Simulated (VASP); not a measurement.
# Ge in VASP: a series of runs, part 2 of 2

VASP 6.6.1.

**4. Single point, PBE+D3(BJ)**

Input file INCAR:

```
PREC = Accurate
ENCUT = 520
EDIFF = 1E-6
ISMEAR = 0
SIGMA = 0.1
LREAL = False
LASPH = True
NELM = 100
ALGO = Normal
ISIF = 2
LWAVE = False
LCHARG = True
LDIPOL = True
IDIPOL = 3
DIPOL = 0.5 0.5 0.500
GGA = PE
IVDW = 12
LELF = True
LVHAR = True
LVACPOTAV = True
NBANDS = 21
```

Input file KPOINTS:

```
regular mesh
0
Gamma
  12 12 1
```

Input file POSCAR:

```
Ge
1.0
    3.9010000000      0.0000000000      0.0000000000
   -1.9505000000      3.3783651002      0.0000000000
    0.0000000000      0.0000000000     28.0000000000
Ge
2
Direct
    0.3333333333      0.6666666667      0.5157142857
    0.6666666667      0.3333333333      0.4842857143
```

Potentials or basis: VASP PAW PBE potentials, release 64 (Ge_d).

Launch:

```console
> cat potpaw_PBE.64/Ge_d/POTCAR > POTCAR
> mpirun -np 1 vasp_std > vasp.out
```

OUTCAR:

```text
PREC = Accurate
   ENCUT = 520
   EDIFF = 1E-6
   ISMEAR = 0
   LREAL = False
   LASPH = True
   NELM = 100
   ISIF = 2
   GGA = PE
   IVDW = 12
 IVDW          = 12

 ion  position               nearest neighbor table
   1  0.333  0.667  0.516-   2 2.42   2 2.42   2 2.42
   2  0.667  0.333  0.484-   1 2.42   1 2.42   1 2.42

  LATTYP: Found a hexagonal cell.
 ALAT       =     3.9010000000
 C/A-ratio  =     7.1776467572

  Lattice vectors:

 A1 = (   3.9010000000,   0.0000000000,   0.0000000000)
 A2 = (  -1.9505000000,   3.3783651002,   0.0000000000)
 A3 = (   0.0000000000,   0.0000000000,  28.0000000000)

Analysis of symmetry for initial positions (statically):
=====================================================================
 Subroutine PRICEL returns:
 Original cell was already a primitive cell.

 Routine SETGRP: Setting up the symmetry group for a
 hexagonal supercell.

 Subroutine GETGRP returns: Found 12 space group operations
 (whereof 12 operations were pure point group operations)
 out of a pool of 24 trial point group operations.

The static configuration has the point symmetry D_3d.

Analysis of symmetry for dynamics (positions and initial velocities):
=====================================================================
 Subroutine PRICEL returns:
 Original cell was already a primitive cell.

 Routine SETGRP: Setting up the symmetry group for a
 hexagonal supercell.

 Subroutine GETGRP returns: Found 12 space group operations
 (whereof 12 operations were pure point group operations)
 out of a pool of 24 trial point group operations.

The dynamic configuration has the point symmetry D_3d.

 Subroutine INISYM returns: Found 12 space group operations
 (whereof 12 operations are pure point group operations),
 and found     1 'primitive' translations

----------------------------------------------------------------------------------------

                                     Primitive cell

  volume of cell :     369.0121
[... 105 lines left out ...]
  Fermi-wavevector in a.u.,A,eV,Ry     =   0.693076  1.309723  6.535611  0.480354
  Thomas-Fermi vector in A             =   1.775187
   LORBIT       =      0    0 simple, 1 ext, 2 COOP (PROOUT), +10 PAW based schemes
   GGA     = PE    functional components
   LHFCALC =     F    Hartree Fock is set to
   AEXX    =    0.0000 exact exchange contribution
   IVDW    =    12    specifies the selected vdW correction
   LEPSILON=     F    determine dielectric tensor
   LRPA    =     F    only Hartree local field effects (RPA)
 non-spin polarized calculation
 Gauss-broadening in eV      SIGMA  =   0.10
  energy-cutoff  :      520.00
  volume of cell :      369.01
 maximum number of plane-waves:     10011
 NGX is ok and might be reduce to    30
   NGX = 15   NGY = 15   NGZ =105

 dipolmoment           0.000000      0.000000      0.000000 electrons x Angstroem

 number of electron      27.9999996 magnetization

 dipolmoment           0.000000      0.000000     -0.000000 electrons x Angstroem

 Free energy of the ion-electron system (eV)
  ---------------------------------------------------
  ext. energy  EPLUGINS =         0.00000000
  ---------------------------------------------------
  free energy    TOTEN  =        -7.96544559 eV

  energy without entropy =       -7.96411054  energy(sigma->0) =       -7.96477806

 E-fermi :  -3.1060     XC(G=0):  -1.7272

 val. band max:       -3.2159738356   @ k =   0.0833   0.0000   0.0000
 cond. band min:      -3.0323817752   @ k =   0.0000   0.0000   0.0000
 fundamental gap:      0.1835920604
 Fermi energy:        -3.1059926657

 k-point     1 :       0.0000    0.0000    0.0000
  band No.  band energies     occupation
      1     -27.5659      2.00000
      2     -27.5659      2.00000
      3     -27.4835      2.00000
      4     -27.4835      2.00000
      5     -27.4617      2.00000
      6     -27.4494      2.00000
[... 445 lines left out ...]
     20       4.3849      0.00000
     21       4.3849      0.00000

------------------------ aborting loop because EDIFF is reached ----------------------------------------

 Edisp (eV)   -0.32709

 E8    (eV) :    -0.1566

  FORCE on cell =-STRESS in cart. coord.  units (eV):
  Direction    XX          YY          ZZ          XY          YZ          ZX
  --------------------------------------------------------------------------------------
  -------------------------------------------------------------------------------------
  Total       1.14931     1.14931    -0.53004     0.00000     0.00000     0.00000
  in kB       4.99008     4.99008    -2.30133     0.00000     0.00000     0.00000
  external pressure =        2.56 kB  Pullay stress =        0.00 kB

 VOLUME and BASIS-vectors are now :
 -----------------------------------------------------------------------------
  energy-cutoff  :      520.00
  volume of cell :      369.01
      direct lattice vectors                 reciprocal lattice vectors
     3.901000000  0.000000000  0.000000000     0.256344527  0.148000582  0.000000000
    -1.950500000  3.378365100  0.000000000     0.000000000  0.296001163  0.000000000
     0.000000000  0.000000000 28.000000000     0.000000000  0.000000000  0.035714286

 POSITION                                       TOTAL-FORCE (eV/Angst)
 -----------------------------------------------------------------------------------
     -0.00000      2.25224     14.44000         0.000000     -0.000000     -0.591551
      1.95050      1.12612     13.56000        -0.000000      0.000000      0.591551
 -----------------------------------------------------------------------------------
    total drift:                                0.000000      0.000000     -0.000000

  FREE ENERGIE OF THE ION-ELECTRON SYSTEM (eV)
  ---------------------------------------------------
  free  energy   TOTEN  =        -8.2925318716 eV

  energy  without entropy=       -8.2911968239  energy(sigma->0) =       -8.29186435

 vacuum level on the upper side and lower side of the slab         1.082         1.082
```

stdout:

```text
POSCAR found type information on POSCAR Ge
 POSCAR found :  1 types and       2 ions
 scaLAPACK will be used
 LDA part: xc-table for (Slater+PW92), standard interpolation
 POSCAR, INCAR and KPOINTS ok, starting setup
 FFT: planning ... GRIDC
 FFT: planning ... GRID_SOFT
 FFT: planning ... GRID
 WAVECAR not read
 entering main loop
 -----------------------------------------------------------------------------
|                                                                             |
|           W    W    AA    RRRRR   N    N  II  N    N   GGGG   !!!           |
|           W    W   A  A   R    R  NN   N  II  NN   N  G    G  !!!           |
|           W    W  A    A  R    R  N N  N  II  N N  N  G       !!!           |
|           W WW W  AAAAAA  RRRRR   N  N N  II  N  N N  G  GGG   !            |
|           WW  WW  A    A  R   R   N   NN  II  N   NN  G    G                |
|           W    W  A    A  R    R  N    N  II  N    N   GGGG   !!!           |
|                                                                             |
|     Did not find any points to average over, which means that no vacuum     |
|     field-free region was found. Please increase the size of  your cell     |
|     in the dimension of the dipole correction to obtain accurate            |
|     workfunction values.                                                    |
|                                                                             |
 -----------------------------------------------------------------------------
```

Wall time 2.3 min (1 thread of Intel Xeon 6975P-C (Granite Rapids), shared host); peak memory 0.49 GiB.

What came out:

```
Free energy                : -8.2925 eV
Largest force              : 0.592 eV/Å
Band gap on the k mesh     : zero (bands 14 and 15 overlap by 0.38 eV)
Dispersion energy per atom : -0.164 eV
```

Forces in eV/Å, atoms in the order of the input:
```
Ge   0.000  0.000 -0.592
Ge   0.000  0.000  0.592
```

**5. Single point, PBE+D3(BJ)**

Input file INCAR:

```
SYSTEM = Ge
ALGO = Normal
DIPOL = 0.5 0.5 0.500
EDIFF = 1E-6
ENCUT = 520
GGA = PE
IDIPOL = 3
ISIF = 2
ISMEAR = 0
IVDW = 12
LASPH = .True.
LCHARG = .False.
LDIPOL = .True.
LREAL = .False.
LWAVE = .False.
NBANDS = 21
NELM = 100
PREC = Accurate
SIGMA = 0.1
```

Input file KPOINTS:

```
k-points
0
Gamma
  12 12 1
  0 0 0
```

Input file POSCAR:

```
Ge
1.0
    3.9010000000      0.0000000000      0.0000000000
   -1.9505000000      3.3783651002      0.0000000000
    0.0000000000      0.0000000000     28.0000000000
Ge
2
Direct
    0.3333333333      0.6666666667      0.5026250000
    0.6666666667      0.3333333333      0.4973750000
```

Potentials or basis: VASP PAW PBE potentials, release 64 (Ge_d).

Launch:

```console
> cat potpaw_PBE.64/Ge_d/POTCAR > POTCAR
> mpirun -np 1 vasp_std > vasp.out
```

OUTCAR:

```text
SYSTEM = Ge
   EDIFF = 1E-6
   ENCUT = 520
   GGA = PE
   ISIF = 2
   ISMEAR = 0
   IVDW = 12
   LASPH = .True.
   LREAL = .False.
   NELM = 100
   PREC = Accurate
 IVDW          = 12

 ion  position               nearest neighbor table
   1  0.333  0.667  0.503-   2 2.26   2 2.26   2 2.26
   2  0.667  0.333  0.497-   1 2.26   1 2.26   1 2.26

  LATTYP: Found a hexagonal cell.
 ALAT       =     3.9010000000
 C/A-ratio  =     7.1776467572

  Lattice vectors:

 A1 = (   3.9010000000,   0.0000000000,   0.0000000000)
 A2 = (  -1.9505000000,   3.3783651002,   0.0000000000)
 A3 = (   0.0000000000,   0.0000000000,  28.0000000000)

Analysis of symmetry for initial positions (statically):
=====================================================================
 Subroutine PRICEL returns:
 Original cell was already a primitive cell.

 Routine SETGRP: Setting up the symmetry group for a
 hexagonal supercell.

 Subroutine GETGRP returns: Found 12 space group operations
 (whereof 12 operations were pure point group operations)
[... 162 lines left out ...]

 E-fermi :  -3.1851     XC(G=0):  -1.6527

 val. band max:       -3.7905437456   @ k =   0.3333   0.2500   0.0000
 cond. band min:      -3.1676874380   @ k =   0.3333   0.3333   0.0000
 fundamental gap:      0.6228563075
 Fermi energy:        -3.1850578156

 k-point     1 :       0.0000    0.0000    0.0000
  band No.  band energies     occupation
      1     -28.4495      2.00000
      2     -28.4029      2.00000
      3     -28.4029      2.00000
      4     -28.3466      2.00000
      5     -28.3466      2.00000
      6     -28.1662      2.00000
[... 445 lines left out ...]
     20       4.0764      0.00000
     21       4.0764      0.00000

------------------------ aborting loop because EDIFF is reached ----------------------------------------

 vacuum level on the upper side and lower side of the slab       (xc-potential included)        -0.006        -0.006

 Edisp (eV)   -0.32915

 E8    (eV) :    -0.1576

  FORCE on cell =-STRESS in cart. coord.  units (eV):
  Direction    XX          YY          ZZ          XY          YZ          ZX
  --------------------------------------------------------------------------------------
  -------------------------------------------------------------------------------------
  Total       3.82538     3.82538     0.04526     0.00000     0.00000     0.00000
  in kB      16.60902    16.60902     0.19650     0.00000     0.00000     0.00000
  external pressure =       11.14 kB  Pullay stress =        0.00 kB

 VOLUME and BASIS-vectors are now :
 -----------------------------------------------------------------------------
  energy-cutoff  :      520.00
  volume of cell :      369.01
      direct lattice vectors                 reciprocal lattice vectors
     3.901000000  0.000000000  0.000000000     0.256344527  0.148000582  0.000000000
    -1.950500000  3.378365100  0.000000000     0.000000000  0.296001163  0.000000000
     0.000000000  0.000000000 28.000000000     0.000000000  0.000000000  0.035714286

 POSITION                                       TOTAL-FORCE (eV/Angst)
 -----------------------------------------------------------------------------------
     -0.00000      2.25224     14.07350        -0.000000      0.000000      0.427520
      1.95050      1.12612     13.92650         0.000000     -0.000000     -0.427520
 -----------------------------------------------------------------------------------
    total drift:                                0.000000      0.000000     -0.000000

  FREE ENERGIE OF THE ION-ELECTRON SYSTEM (eV)
  ---------------------------------------------------
  free  energy   TOTEN  =        -7.9907934255 eV

  energy  without entropy=       -7.9888965299  energy(sigma->0) =       -7.98984498

 vacuum level on the upper side and lower side of the slab         1.149         1.149
```

OSZICAR:

```text
N       E                     dE             d eps       ncg     rms          rms(c)
DAV:   1     0.156850633595E+03    0.15685E+03   -0.13950E+04   950   0.133E+03
DAV:   2     0.874564645055E+01   -0.14810E+03   -0.14326E+03  1118   0.259E+02
DAV:   3    -0.712490753569E+01   -0.15871E+02   -0.15832E+02  1054   0.110E+02
DAV:   4    -0.781122638144E+01   -0.68632E+00   -0.68393E+00  1030   0.258E+01
[... 12 lines left out ...]
DAV:  17    -0.766163504464E+01   -0.17828E-04   -0.76953E-07   754   0.546E-03    0.351E-04
DAV:  18    -0.766164153426E+01   -0.64896E-05   -0.92329E-08   658   0.131E-03    0.225E-04
DAV:  19    -0.766164443541E+01   -0.29011E-05   -0.71772E-08   680   0.187E-03    0.106E-04
DAV:  20    -0.766164552854E+01   -0.10931E-05   -0.99049E-09   622   0.901E-04    0.482E-05
DAV:  21    -0.766164561631E+01   -0.87777E-07   -0.22910E-10   652   0.353E-04
   1 F= -.79907934E+01 E0= -.79898450E+01  d E =-.189690E-02
```

Run time: 2.1 min. Hardware: 1 thread of Intel Xeon 6975P-C (Granite Rapids), shared host; peak memory 0.49 GiB.

What came out:

```yaml
Free_energy: -7.9908 eV
Largest_force: 0.428 eV/Å
Band_gap_on_the_k_mesh: zero (filled and empty bands touch)
Dispersion_energy_per_atom: -0.165 eV
```

Forces in eV/Å, atoms in the order of the input:
```
Ge   0.000  0.000  0.428
Ge   0.000  0.000 -0.428
```

**6. The runs side by side**

| cell | gap on the mesh (eV) | largest force (eV/Å) |
| --- | --- | --- |
| as given, atomic positions A | none | 0.72 |
| as given, atomic positions B | none | 0.53 |
| as given, atomic positions C | none | 0.59 |
| as given, atomic positions D | none | 0.43 |

Alike in all rows: task single point; level PBE+D3(BJ); potentials or basis VASP PAW PBE potentials, release 64 (Ge_d); no spin polarisation; k mesh 12 × 12 × 1; cutoff (eV) 520; smearing gaussian 0.1 eV.

Total energies depend on the potentials used, so only differences within one code and one set of settings carry meaning.
